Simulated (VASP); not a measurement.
# Mo (P6_3/mmc) in VASP: a series of runs

The runs below take Mo through relaxation of cell and atoms, single point, with PBEsol.

Everything below comes from runs of VASP 6.6.1. Logs are shortened: lines on timing, memory, paths and dates and some standing lists are left out, and cuts for length are marked.

## (1) The cell of the first run

The structure is hexagonal, space group P6_3/mmc (No. 194). The conventional cell has a = 4.196 Å, b = 4.196 Å, c = 4.921 Å, α = 90.00°, β = 90.00°, γ = 120.00°. Mo (site symmetry -6m2) has 5 Mo at 2.42 to 2.46 Å within 3.2 Å. Mo (site symmetry -6m2) has 3 Mo at 2.42 Å within 3.2 Å.

This isn't the form of Mo at room conditions, which is bcc.

## (2) Relaxation of cell and atoms, PBEsol

Contents of INCAR:

```
SYSTEM = Mo
  PREC = Accurate
  ENCUT = 600
  EDIFF = 1E-6
  ISMEAR = 0
  SIGMA = 0.1
  LREAL = .False.
  LASPH = .True.
  NELM = 100
  ALGO = Normal
  ISIF = 3
  LWAVE = .False.
  LCHARG = .False.
  GGA = PS
  IBRION = 2
  NSW = 90
  EDIFFG = -0.04
```

Contents of KPOINTS:

```
regular mesh
0
Gamma
  6 6 4
  0 0 0
```

Contents of POSCAR:

```
Mo
1.0
    4.1956751883      0.0000000000      0.0000000000
   -2.0978375942      3.6335612991      0.0000000000
    0.0000000000      0.0000000000      4.9211606880
Mo
4
Direct
    0.0000000000      0.0000000000      0.2500000000
    0.0000000000      0.0000000000      0.7500000000
    0.3333333333      0.6666666667      0.7500000000
    0.6666666667      0.3333333333      0.2500000000
```

Potentials or basis: VASP PAW PBE potentials, release 64 (Mo_sv).

Run with:

```
cat potpaw_PBE.64/Mo_sv/POTCAR > POTCAR
mpirun -np 1 vasp_std > vasp.out
```

OUTCAR:

```text
SYSTEM = Mo
   PREC = Accurate
   ENCUT = 600
   EDIFF = 1E-6
   ISMEAR = 0
   LREAL = .False.
   LASPH = .True.
   NELM = 100
   ISIF = 3
   GGA = PS
   IBRION = 2
   NSW = 90
   EDIFFG = -0.04

 ion  position               nearest neighbor table
   1  0.000  0.000  0.250-   4 2.42   4 2.42   4 2.42   2 2.46   2 2.46   3 3.45   3 3.45   3 3.45
                             3 3.45   3 3.45   3 3.45
   2  0.000  0.000  0.750-   3 2.42   3 2.42   3 2.42   1 2.46   1 2.46   4 3.45   4 3.45   4 3.45
                             4 3.45   4 3.45   4 3.45
   3  0.333  0.667  0.750-   2 2.42   2 2.42   2 2.42   4 3.45   4 3.45   4 3.45   4 3.45   1 3.45
                             1 3.45   1 3.45   1 3.45   1 3.45   1 3.45   4 3.45   4 3.45
   4  0.667  0.333  0.250-   1 2.42   1 2.42   1 2.42   3 3.45   3 3.45   3 3.45   3 3.45   2 3.45
                             2 3.45   2 3.45   2 3.45   2 3.45   2 3.45   3 3.45   3 3.45

  LATTYP: Found a hexagonal cell.
 ALAT       =     4.1956751883
 C/A-ratio  =     1.1729126939

  Lattice vectors:

 A1 = (   4.1956751883,   0.0000000000,   0.0000000000)
 A2 = (  -2.0978375942,   3.6335612991,   0.0000000000)
 A3 = (   0.0000000000,   0.0000000000,   4.9211606880)

Analysis of symmetry for initial positions (statically):
=====================================================================
 Subroutine PRICEL returns:
 Original cell was already a primitive cell.

 Routine SETGRP: Setting up the symmetry group for a
 hexagonal supercell.

 Subroutine GETGRP returns: Found 24 space group operations
 (whereof 12 operations were pure point group operations)
 out of a pool of 24 trial point group operations.

The static configuration has the point symmetry D_3d.
 The point group associated with its full space group is D_6h.

Analysis of symmetry for dynamics (positions and initial velocities):
=====================================================================
 Subroutine PRICEL returns:
 Original cell was already a primitive cell.

 Routine SETGRP: Setting up the symmetry group for a
 hexagonal supercell.

 Subroutine GETGRP returns: Found 24 space group operations
 (whereof 12 operations were pure point group operations)
 out of a pool of 24 trial point group operations.

The dynamic configuration has the point symmetry D_3d.
 The point group associated with its full space group is D_6h.

 Subroutine INISYM returns: Found 24 space group operations
 (whereof 12 operations are pure point group operations),
 and found     1 'primitive' translations

----------------------------------------------------------------------------------------

[... 85 lines left out ...]
   ICHARG =      2    charge: 1-file 2-atom 10-const
   ISPIN  =      1    spin polarized calculation?
   LNONCOLLINEAR =      F non collinear calculations
   LSORBIT =      F    spin-orbit coupling
   LASPH  =      T    aspherical Exc in radial PAW
   ENCUT  =  600.0 eV  44.10 Ry    6.64 a.u.   8.38  8.38  9.83*2*pi/ulx,y,z
   NELM   =    100;   NELMIN=  2; NELMDL= -5     # of ELM steps
   EDIFF  = 0.1E-05   stopping-criterion for ELM
   LREAL  =      F    real-space projection
   EDIFFG = -.4E-01   stopping-criterion for IOM
   NSW    =     90    number of steps for IOM
   IBRION =      2    ionic relax: 0-MD 1-quasi-New 2-CG
   NFREE  =      1    steps in history (QN), initial steepest desc. (CG)
   ISIF   =      3    stress and relaxation
   ISYM   =      2    0-nonsym 1-usesym 2-fastsym
   POTIM  = 0.5000    time-step for ionic-motion
   TEBEG  =    0.0;   TEEND  =   0.0 temperature during run
   PSTRESS=    0.0 pullay stress
   NELECT =      56.0000    total number of electrons
   NUPDOWN=      -1.0000    fix difference up-down
   EMIN   =  10.00;   EMAX   =-10.00  energy-range for DOS
   EFERMI =   0.00;   METHOD = LEGACY
   ISMEAR =     0;   SIGMA  =   0.10  broadening in eV -4-tet -1-fermi 0-gaus
   EFERMI_NEDOS =   21; number of points for ismear=-14 and -15
   IALGO  =     38    algorithm
   IMIX   =      4    mixing-type and parameters
     AMIX     =   0.40;   BMIX     =  1.00
     AMIX_MAG =   1.60;   BMIX_MAG =  1.00
  volume/ion in A,a.u.               =      18.76       126.57
  Fermi-wavevector in a.u.,A,eV,Ry     =   1.485036  2.806310 30.005348  2.205331
  Thomas-Fermi vector in A             =   2.598498
   LORBIT       =      0    0 simple, 1 ext, 2 COOP (PROOUT), +10 PAW based schemes
   GGA     = PS    functional components
   LHFCALC =     F    Hartree Fock is set to
   AEXX    =    0.0000 exact exchange contribution
   IVDW    =     0    specifies the selected vdW correction
   LEPSILON=     F    determine dielectric tensor
   LRPA    =     F    only Hartree local field effects (RPA)
 conjugate gradient relaxation of ions
 non-spin polarized calculation
 Gauss-broadening in eV      SIGMA  =   0.10
  energy-cutoff  :      600.00
  volume of cell :       75.02
 maximum number of plane-waves:      2552
 NGX is ok and might be reduce to    36
   NGX = 17   NGY = 17   NGZ = 19

--------------------------------------- Ionic step        1  -------------------------------------------

 number of electron      55.9999998 magnetization

 Free energy of the ion-electron system (eV)
  ---------------------------------------------------
  ext. energy  EPLUGINS =         0.00000000
  ---------------------------------------------------
  free energy    TOTEN  =       -41.70375292 eV

  energy without entropy =      -41.68909022  energy(sigma->0) =      -41.69642157

------------------------ aborting loop because EDIFF is reached ----------------------------------------

  FORCE on cell =-STRESS in cart. coord.  units (eV):
  Direction    XX          YY          ZZ          XY          YZ          ZX
  --------------------------------------------------------------------------------------
  -------------------------------------------------------------------------------------
  Total        0.6433290      0.6433290     -0.7555904     -0.0000000     -0.0000000      0.0000000
  in kB       13.7385779     13.7385779    -16.1359718     -0.0000000     -0.0000000      0.0000000
  external PRESSURE =       3.7803947 kB  Pullay stress =       0.0000000 kB
[... 139 lines left out ...]
--------------------------------------- Ionic step        5  -------------------------------------------

 number of electron      55.9999998 magnetization

 Free energy of the ion-electron system (eV)
  ---------------------------------------------------
  ext. energy  EPLUGINS =         0.00000000
  ---------------------------------------------------
  free energy    TOTEN  =       -41.71062315 eV

  energy without entropy =      -41.69424598  energy(sigma->0) =      -41.70243456

 E-fermi :   9.3312     XC(G=0): -12.2577

 val. band max:        9.1675989568   @ k =   0.0000   0.0000   0.2500
 cond. band min:       9.3349549801   @ k =   0.0000   0.0000   0.2500
 fundamental gap:      0.1673560233
 Fermi energy:         9.3312292033

 k-point     1 :       0.0000    0.0000    0.0000
  band No.  band energies     occupation
      1     -51.4932      2.00000
      2     -51.3649      2.00000
      3     -50.8967      2.00000
      4     -50.6223      2.00000
      5     -26.5624      2.00000
      6     -26.1275      2.00000
[... 776 lines left out ...]
  FREE ENERGIE OF THE ION-ELECTRON SYSTEM (eV)
  ---------------------------------------------------
  free  energy   TOTEN  =       -41.7106231524 eV

  energy  without entropy=      -41.6942459767  energy(sigma->0) =      -41.70243456

 reached required accuracy - stopping structural energy minimisation
```

OSZICAR:

```text
N       E                     dE             d eps       ncg     rms          rms(c)
DAV:   1     0.737753678585E+03    0.73775E+03   -0.38448E+04  1386   0.195E+03
DAV:   2    -0.171308587361E+02   -0.75488E+03   -0.74604E+03  1545   0.566E+02
DAV:   3    -0.434586951522E+02   -0.26328E+02   -0.25652E+02  1903   0.955E+01
[... 42 lines left out ...]
DAV:   2    -0.417145465524E+02    0.25157E-01   -0.10382E-01  1490   0.225E+00    0.520E-01
DAV:   3    -0.417147124365E+02   -0.16588E-03   -0.70000E-02  1726   0.180E+00    0.582E-01
DAV:   4    -0.417106286431E+02    0.40838E-02   -0.30806E-02  1699   0.106E+00    0.195E-01
DAV:   5    -0.417106398703E+02   -0.11227E-04   -0.13450E-03  1675   0.273E-01    0.662E-02
DAV:   6    -0.417106239629E+02    0.15907E-04   -0.14161E-04  1803   0.902E-02    0.132E-02
DAV:   7    -0.417106231524E+02    0.81053E-06   -0.36854E-06  1163   0.129E-02
   5 F= -.41710623E+02 E0= -.41702435E+02  d E =-.768948E-03
```

It took 5.7 min on 1 thread of Intel Xeon 8259CL, shared host; peak memory 0.25 GiB.

Results:

```yaml
Free_energy: -41.7106 eV
Relaxed_volume: 18.77 Å³/atom
Relaxed_cell: a = 4.217 Å, b = 4.217 Å, c = 4.874 Å, α = 90.00°, β = 90.00°, γ = 120.00°
Space_group_after_relaxing_to_0.1_Å: P6_3/mmc (No. 194)
Energy_gained_by_relaxing: 1.7 meV/atom
Ionic_steps: 5
Pressure_after_relaxing: 0.0 GPa
Band_gap_on_the_k_mesh: zero (bands 28 and 29 overlap by 0.66 eV)
```

The path:
```tsv
step	energy change (eV)	largest force (eV/Å)	pressure (GPa)	volume (Å³)
1	0.0000	0.0000	0.38	75.02
2	-0.0053	0.0000	-1.04	75.50
3	-0.0061	0.0000	-0.67	75.37
4	-0.0054	0.0000	0.91	74.67
5	-0.0069	0.0000	0.00	75.07
```

Final structure:
```yaml
crystal:
  lattice:
    - [4.21716, 0.00000, 0.00000]
    - [-2.10858, 3.65217, 0.00000]
    - [0.00000, 0.00000, 4.87431]
  atoms:
    - { symbol: Mo, position: [0.00000, 0.00000, 0.25000] }
    - { symbol: Mo, position: [0.00000, 0.00000, 0.75000] }
    - { symbol: Mo, position: [0.33333, 0.66667, 0.75000] }
    - { symbol: Mo, position: [0.66667, 0.33333, 0.25000] }
```

Levels at points of the mesh, in eV from the Fermi level:
```csv
k point,band 26,band 27,band 28,band 29,band 30,band 31
"(0.00, 0.00, 0.00)",-0.64,-0.64,0.11,0.11,0.68,0.68
"(0.50, 0.00, 0.00)",-1.25,-0.76,-0.58,0.69,1.53,1.75
"(0.00, 0.00, 0.50)",-0.38,-0.38,-0.38,0.47,0.47,0.47
"(0.50, 0.00, 0.50)",-1.39,-0.86,-0.86,0.58,0.58,2.47
```

Caveat: the PAW data sets were made with another functional, which shifts forces and pressure a little.

## (3) Single point, PBEsol

This run uses another cell than the first one, of 18.71 Å³/atom.

Contents of INCAR:

```
SYSTEM = Mo
ALGO = Fast
EDIFF = 1E-7
ENCUT = 520
GGA = PS
ISIF = 2
ISMEAR = 0
LASPH = .True.
LCHARG = .False.
LREAL = .False.
LWAVE = .False.
NBANDS = 36
NELM = 80
PREC = Accurate
SIGMA = 0.1
```

Contents of KPOINTS:

```
k-points
0
Gamma
  12 12 10
  0 0 0
```

Contents of POSCAR:

```
Mo
1.0
    4.2131082415      0.0000000000      0.0000000000
   -2.1065541208      3.6486587660      0.0000000000
    0.0000000000      0.0000000000      4.8679213487
Mo
4
Direct
    0.0000000000      0.0000000000      0.2500000000
    0.0000000000      0.0000000000      0.7500000000
    0.3333333333      0.6666666667      0.7500000000
    0.6666666667      0.3333333333      0.2500000000
```

Potentials or basis: VASP PAW PBE potentials, release 64 (Mo_sv).

Run with:

```
cat potpaw_PBE.64/Mo_sv/POTCAR > POTCAR
mpirun -np 1 vasp_std > vasp.out
```

OUTCAR:

```text
SYSTEM = Mo
   EDIFF = 1E-7
   ENCUT = 520
   GGA = PS
   ISIF = 2
   ISMEAR = 0
   LASPH = .True.
   LREAL = .False.
   NELM = 80
   PREC = Accurate

 ion  position               nearest neighbor table
   1  0.000  0.000  0.250-   4 2.43   4 2.43   4 2.43   2 2.43   2 2.43   3 3.44   3 3.44   3 3.44
                             3 3.44   3 3.44   3 3.44
   2  0.000  0.000  0.750-   3 2.43   3 2.43   3 2.43   1 2.43   1 2.43   4 3.44   4 3.44   4 3.44
                             4 3.44   4 3.44   4 3.44
   3  0.333  0.667  0.750-   2 2.43   2 2.43   2 2.43   4 3.44   4 3.44   4 3.44   4 3.44   1 3.44
[... 1145 lines left out ...]
  --------------------------------------------------------------------------------------
  -------------------------------------------------------------------------------------
  Total        0.3270010      0.3270010      0.2671077     -0.0000000     -0.0000000     -0.0000000
  in kB        7.0013256      7.0013256      5.7189677     -0.0000000     -0.0000000     -0.0000000
  external PRESSURE =       6.5738729 kB  Pullay stress =       0.0000000 kB

 VOLUME and BASIS-vectors are now :
 -----------------------------------------------------------------------------
  energy-cutoff  :      520.00
  volume of cell :       74.83
      direct lattice vectors                 reciprocal lattice vectors
     4.213108241  0.000000000  0.000000000     0.237354453  0.137036657  0.000000000
    -2.106554121  3.648658766  0.000000000     0.000000000  0.274073314  0.000000000
     0.000000000  0.000000000  4.867921349     0.000000000  0.000000000  0.205426491

 POSITION                                       TOTAL-FORCE (eV/Angst)
 -----------------------------------------------------------------------------------
      0.00000      0.00000      1.21698        -0.000000      0.000000      0.000000
      0.00000      0.00000      3.65094         0.000000     -0.000000      0.000000
     -0.00000      2.43244      3.65094        -0.000000     -0.000000     -0.000000
      2.10655      1.21622      1.21698         0.000000      0.000000      0.000000
 -----------------------------------------------------------------------------------
    total drift:                               -0.000000      0.000000     -0.000000

  FREE ENERGIE OF THE ION-ELECTRON SYSTEM (eV)
  ---------------------------------------------------
  free  energy   TOTEN  =       -41.7035479916 eV

  energy  without entropy=      -41.6885650767  energy(sigma->0) =      -41.69605653
```

OSZICAR:

```text
N       E                     dE             d eps       ncg     rms          rms(c)
DAV:   1     0.687104624473E+03    0.68710E+03   -0.35578E+04  8216   0.160E+03
DAV:   2    -0.197116186712E+02   -0.70682E+03   -0.69249E+03  8936   0.510E+02
DAV:   3    -0.434128098241E+02   -0.23701E+02   -0.22927E+02 10704   0.859E+01
DAV:   4    -0.438439529307E+02   -0.43114E+00   -0.42791E+00  9772   0.965E+00
DAV:   5    -0.438498360460E+02   -0.58831E-02   -0.58783E-02  9700   0.117E+00    0.282E+01
RMM:   6    -0.430537473339E+02    0.79609E+00   -0.10886E+01  9047   0.141E+01    0.149E+01
RMM:   7    -0.421711152798E+02    0.88263E+00   -0.40831E+00  8344   0.102E+01    0.698E+00
RMM:   8    -0.416973305121E+02    0.47378E+00   -0.70427E-01  8879   0.467E+00    0.123E+00
RMM:   9    -0.417064969079E+02   -0.91664E-02   -0.20010E-01 11104   0.163E+00    0.737E-01
RMM:  10    -0.417032750431E+02    0.32219E-02   -0.27607E-02  9602   0.857E-01    0.230E-01
RMM:  11    -0.417034624114E+02   -0.18737E-03   -0.75241E-03 10963   0.360E-01    0.616E-02
RMM:  12    -0.417035346873E+02   -0.72276E-04   -0.12380E-03 11758   0.141E-01    0.236E-02
RMM:  13    -0.417035480753E+02   -0.13388E-04   -0.20617E-04 11728   0.501E-02    0.150E-02
RMM:  14    -0.417035468873E+02    0.11880E-05   -0.35263E-05 10530   0.293E-02    0.356E-03
RMM:  15    -0.417035477474E+02   -0.86017E-06   -0.12408E-05 11679   0.127E-02    0.199E-03
RMM:  16    -0.417035479064E+02   -0.15901E-06   -0.16545E-06  9053   0.527E-03    0.197E-03
RMM:  17    -0.417035480200E+02   -0.11351E-06   -0.55674E-07  7535   0.243E-03    0.228E-03
RMM:  18    -0.417035479916E+02    0.28364E-07   -0.20075E-07  6884   0.191E-03
   1 F= -.41703548E+02 E0= -.41696057E+02  d E =-.149829E-01
```

stdout:

```text
POSCAR found type information on POSCAR Mo
 POSCAR found :  1 types and       4 ions
 scaLAPACK will be used
 -----------------------------------------------------------------------------
|                                                                             |
|                                                                             |
|     You enforced a specific xc type in the INCAR file but a different       |
|     I HOPE YOU KNOW WHAT YOU ARE DOING!                                     |
|                                                                             |
 -----------------------------------------------------------------------------

 LDA part: xc-table for (Slater+PW92), standard interpolation
 POSCAR, INCAR and KPOINTS ok, starting setup
 FFT: planning ... GRIDC
 FFT: planning ... GRID_SOFT
 FFT: planning ... GRID
 WAVECAR not read
 entering main loop
```

Wall time 8.2 min (1 thread of Intel Xeon 8259CL, shared host); peak memory 0.34 GiB.

What came out:

| Quantity | Value |
| --- | --- |
| Free energy | -41.7035 eV |
| Pressure | 0.7 GPa |
| Band gap on the k mesh | zero (bands 28 and 29 overlap by 0.59 eV) |

Stress tensor (GPa, compression positive):
```
0.70 0.00 0.00
0.00 0.70 0.00
0.00 0.00 0.57
```

Levels at points of the mesh, in eV from the Fermi level:
| k point | band 24 | band 25 | band 26 | band 27 | band 28 | band 29 | band 30 | band 31 | band 32 | band 33 |
| --- | --- | --- | --- | --- | --- | --- | --- | --- | --- | --- |
| (0.00, 0.00, 0.00) | -1.10 | -1.10 | -0.61 | -0.61 | 0.15 | 0.15 | 0.72 | 0.72 | 0.87 | 1.25 |
| (0.50, 0.00, 0.00) | -1.84 | -1.68 | -1.21 | -0.74 | -0.54 | 0.73 | 1.57 | 1.78 | 3.26 | 3.39 |
| (0.00, 0.00, 0.50) | -1.35 | -0.35 | -0.35 | -0.35 | -0.35 | 0.50 | 0.50 | 0.50 | 0.50 | 1.80 |
| (0.50, 0.00, 0.50) | -2.03 | -1.36 | -1.36 | -0.82 | -0.82 | 0.62 | 0.62 | 2.52 | 2.52 | 2.69 |

Caveat: the PAW data sets were made with another functional, which shifts forces and pressure a little.
